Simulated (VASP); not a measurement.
Set up this calculation in VASP 6.6.1, as the native input.

| Quantity | Value |
| --- | --- |
| Task | electric field gradients |
| Functional | PBEsol |
| Potentials or basis | VASP PAW PBE potentials, release 64 (Pb_d) |
| Cutoff | 520 eV |
| k mesh | 14 × 14 × 8 |
| Occupations | fermi-dirac, width 0.08 eV |
| Spin | no spin polarisation |
| Dipole correction | no |
| Further INCAR settings | ALGO = Normal; EDIFF = 1e-08; NBANDS = 21 |

The structure of Pb lies in POSCAR:

```
Pb
1.0
    3.4089603348      0.0000000000      0.0000000000
   -1.7044801674      2.9522462504      0.0000000000
    0.0000000000      0.0000000000      5.4758863477
Pb
2
Direct
    0.3333333333      0.6666666667      0.2500000000
    0.6666666667      0.3333333333      0.7500000000
```

This isn't the form of Pb at room conditions, which is fcc.

One way to write it, as run:

INCAR

```
SYSTEM = Pb
PREC = Accurate ; ENCUT = 520
EDIFF = 1E-8 ; ISMEAR = -1
SIGMA = 0.08 ; LREAL = .FALSE.
LASPH = .TRUE. ; NELM = 60
ALGO = Normal ; ISIF = 2
LWAVE = .FALSE. ; LCHARG = .FALSE.
GGA = PS ; LEFG = .TRUE.
NBANDS = 21
```

KPOINTS

```
Automatic mesh
0
G
  14 14 8
  0 0 0
```

Potentials or basis: VASP PAW PBE potentials, release 64 (Pb_d).

The run is started by

```console
$ cat potpaw_PBE.64/Pb_d/POTCAR > POTCAR
$ mpirun -np 1 vasp_std > vasp.out
```

It gave:

The pressure is 4.6 GPa and the band gap on the k mesh is zero (bands 14 and 15 overlap by 7.94 eV). The largest electric field gradient by atom is Pb -59.8 V/Å².

Caveat: the cell stands under pressure; without QUAD_EFG the Cq values of the log hold for a quadrupole moment of 1 mb, not for the nuclei; the PAW data sets were made with another functional, which shifts forces and pressure a little; spin-orbit coupling is left out, which moves the levels of the heavy elements.

It took 100 s on 1 thread of Intel(R) Xeon(R) Platinum 8488C (Sapphire Rapids), with other jobs on the host, peak memory 0.25 GiB.
